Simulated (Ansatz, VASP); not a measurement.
Two plane-wave programs on Co

```
Co
1.0
     1.88808   -3.19994    0.00000
     1.88808    3.19994    0.00000
     0.00000    0.00000    3.78117
Co
4
Direct
  0.15250 0.84750 0.07850
  0.65250 0.34750 0.42150
  0.84750 0.15250 0.92150
  0.34750 0.65250 0.57850
```

Alike in both runs: task single point; functional r2SCAN; k mesh 6 × 6 × 6; occupations gaussian, width 0.1 eV; collinear spin.

```csv
,VASP,Ansatz
version,VASP 6.6.1,Ansatz 0.2.0
potentials or method,"VASP PAW PBE potentials, release 64 (Co_sv), cutoff 660 eV","scalar-relativistic, plane waves, PAW"
valence electrons in the cell,68,68
```

```tsv
	VASP	Ansatz	Ansatz less VASP
gap on the k mesh at the Fermi level (eV)	none	none	-
pressure (GPa)	24.9	27.1	+2.26
traceless stress, the component that is largest in VASP (GPa)	15.65	15.47	-0.177
rms of the force components (eV/Å)	0.576	0.553	-0.0230
net moment per atom (μB)	1.83	1.83	+0.002
size of the moment on the site where the two differ most (μB)	1.89	1.87	-0.012
```

VASP's potentials were made for PBE, not for r2SCAN. Site moments also hang on the region over which each program counts them. Atom by atom the forces differ by 0.023 eV/Å (rms over components). A gap of «none» marks a metal or a gap that the smearing closes. Ansatz's warnings: stability check not made.
